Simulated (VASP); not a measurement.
A run of VASP 6.6.1:

File INCAR:

```
PREC = Accurate
ENCUT = 520
EDIFF = 1E-6
ISMEAR = 0
SIGMA = 0.05
LREAL = F
LASPH = T
NELM = 100
ALGO = Normal
ISIF = 2
LWAVE = F
LCHARG = F
NBANDS = 12
```

The input KPOINTS:

```
Automatic mesh
0
Gamma
  13 13 13
```

The input POSCAR:

```
La
1.0
    2.8812631467      0.0000000000      0.0000000000
    0.0000000000      2.8812631467      0.0000000000
    0.0000000000      0.0000000000      2.8812631467
La
1
Direct
    0.0000000000      0.0000000000      0.0000000000
```

Potentials or basis: VASP PAW LDA potentials, release 64 (La).

The run is started by

```console
$ cat potpaw_LDA.64/La/POTCAR > POTCAR
$ mpirun -np 1 vasp_std > vasp.out
```

Hardware: 1 thread of Intel(R) Xeon(R) 6975P-C (Granite Rapids), with other jobs on the host.

Q: Estimate the wall time of this run.

A: It took 6.3 s on 1 thread of Intel(R) Xeon(R) 6975P-C (Granite Rapids), on a shared host, peak memory 0.15 GiB. Counts: scf iterations 11, k points 84.
